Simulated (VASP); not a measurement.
**Be5H: relaxation of cell and atoms with PBE**

The system is Be5H.

```
Be H
1.0
     3.85182    0.00000    0.00000
    -1.92591    3.33577    0.00000
     0.00000    0.00000    3.53111
Be H
5 1
Direct
  0.66667 0.33333 0.50000
  0.33157 0.00000 0.00000
  0.66843 0.66843 0.00000
  0.00000 0.33157 0.00000
  0.33333 0.66667 0.50000
  0.00000 0.00000 0.50000
```

The cell was built from a structure type or drawn by symmetry, and may not be a known phase.

* Program: VASP 6.6.1
* Task: relaxation of cell and atoms
* Functional: PBE
* Potentials or basis: VASP PAW PBE potentials, release 64 (Be, H)
* Cutoff: 600 eV
* k mesh: 12 × 12 × 10
* Occupations: gaussian, width 0.1 eV
* Spin: no spin polarisation
* Dipole correction: no
* Further INCAR settings: ALGO = Normal; EDIFF = 1e-06; IBRION = 2; EDIFFG = -0.01; NSW = 100; ISIF = 3

```
Relaxed volume                        : 7.56 Å³/atom
Relaxed cell                          : a = 3.868 Å, b = 3.868 Å, c = 3.503 Å, α = 90.00°, β = 90.00°, γ = 120.00°
Space group after relaxing (to 0.1 Å) : P-62m (No. 189)
Energy gained by relaxing             : 0.7 meV/atom
Ionic steps                           : 5
Pressure after relaxing               : 0.0 GPa
Band gap on the k mesh                : zero (an odd number of electrons rules out a gap without spin polarisation)
```

The path:
```csv
step,energy change (eV),largest force (eV/Å),pressure (GPa),volume (Å³)
1,0.0000,0.0940,0.14,45.37
2,-0.0021,0.0625,0.00,45.41
3,-0.0038,0.0081,-0.30,45.51
4,-0.0038,0.0023,-0.28,45.50
5,-0.0039,0.0013,0.01,45.38
```

Final structure:
```cif
data_structure
_symmetry_space_group_name_H-M 'P 1'
_symmetry_Int_Tables_number 1
_cell_length_a 3.8678
_cell_length_b 3.8678
_cell_length_c 3.5032
_cell_angle_alpha 90.000
_cell_angle_beta 90.000
_cell_angle_gamma 120.000
_cell_volume 45.38
loop_
_atom_site_label
_atom_site_type_symbol
_atom_site_fract_x
_atom_site_fract_y
_atom_site_fract_z
_atom_site_occupancy
Be1 Be 0.66667 0.33333 0.50000 1
Be2 Be 0.32791 0.00000 0.00000 1
Be3 Be 0.67209 0.67209 0.00000 1
Be4 Be 0.00000 0.32791 0.00000 1
Be5 Be 0.33333 0.66667 0.50000 1
H1 H 0.00000 0.00000 0.50000 1
```

Levels at points of the mesh, in eV from the Fermi level:
| k point | band 3 | band 4 | band 5 | band 6 | band 7 | band 8 | band 9 |
| --- | --- | --- | --- | --- | --- | --- | --- |
| (0.00, 0.00, 0.00) | -1.98 | -1.13 | -1.13 | -0.11 | 1.70 | 1.70 | 1.89 |
| (0.50, 0.00, 0.00) | -3.91 | -1.94 | -0.23 | 1.01 | 2.05 | 3.72 | 5.39 |
| (0.00, 0.00, 0.50) | -0.31 | 0.66 | 0.66 | 0.75 | 1.31 | 1.31 | 1.69 |
| (0.50, 0.00, 0.50) | -5.29 | -4.93 | -2.40 | -1.34 | 1.03 | 3.03 | 9.09 |

Run time: 44 s on 1 thread of Intel(R) Xeon(R) 6975P-C (Granite Rapids), on a shared host, peak memory 0.2 GiB.
